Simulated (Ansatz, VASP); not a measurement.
**One calculation of Na2S, two programs**

The input INCAR:

```
SYSTEM = Na2S
ALGO = Normal ; EDIFF = 1E-6
ENCUT = 500 ; GGA = PE
GGA_COMPAT = .False. ; ISIF = 2
ISMEAR = -1 ; LASPH = .True.
LCHARG = .False. ; LREAL = .False.
LWAVE = .False. ; NBANDS = 17
NELM = 120 ; PREC = Accurate
SIGMA = 0.02
```

KPOINTS

```
k-points
0
Gamma
  8 8 8
  0 0 0
```

Contents of POSCAR:

```
Na2S
1.0
    0.0325543245      3.2879867753      3.2879867753
    3.2879867753      0.0325543245      3.2879867753
    3.2879867753      3.2879867753      0.0325543245
S Na
1 2
Direct
    0.0000000000      0.0000000000      0.0000000000
    0.2494808621      0.2494808621      0.2494808621
    0.7505191379      0.7505191379      0.7505191379
```

Input for Ansatz:

```yaml
crystal:
  lattice:
    - [0.0325543245, 3.2879867753, 3.2879867753]
    - [3.2879867753, 0.0325543245, 3.2879867753]
    - [3.2879867753, 3.2879867753, 0.0325543245]
  atoms:
    - { symbol: S, position: [0.0, 0.0, 0.0] }
    - { symbol: Na, position: [0.2494808621, 0.2494808621, 0.2494808621] }
    - { symbol: Na, position: [0.7505191379, 0.7505191379, 0.7505191379] }
kpoints:
  mp_grid: { grid: [8, 8, 8] }
  band_path:
    path:
      - [0.0, 0.0, 0.0]
      - [0.5, 0.0, 0.5]
      - [0.625, 0.25, 0.625]
      - [0.375, 0.375, 0.75]
      - [0.5, 0.5, 0.5]
      - [0.5, 0.25, 0.75]
    npoints: 1
hamiltonian:
  xc: pbe
scf:
  occupations: { method: fermi_dirac, width: 0.02 }
  n_extra_bands: 4
output:
  forces: true
  stress: true
  eigenvalues: true
  write_density: true
  write_potential: true
  elf: true
  volumetric_format: npy
```

Change from the starting cell: shear_111 strain +1.5%.

Alike in both runs: task single point; functional PBE; k mesh 8 × 8 × 8; occupations fermi-dirac, width 0.02 eV; no spin polarisation.

|  | VASP | Ansatz |
| --- | --- | --- |
| version | VASP 6.6.1 | Ansatz 0.2.0 |
| potentials or method | VASP PAW PBE potentials, release 64 (S, Na_pv) | plane waves, PAW |
| plane-wave cutoff (eV) | 500 | 420 |
| valence electrons in the cell | 20 | 24 |

```tsv
	VASP	Ansatz	Ansatz less VASP
gap on the k mesh at the Fermi level (eV)	2.47	2.47	+0.002
pressure (GPa)	0.3	0.3	-0.01
traceless stress, the component that is largest in VASP (GPa)	-0.18	-0.18	+0.001
```

The functional is the same, so the differences come from potentials, cutoffs and numerics. VASP's potentials hold 20 valence electrons a cell and Ansatz's 24, so a difference there can come from the potentials and not from the codes.
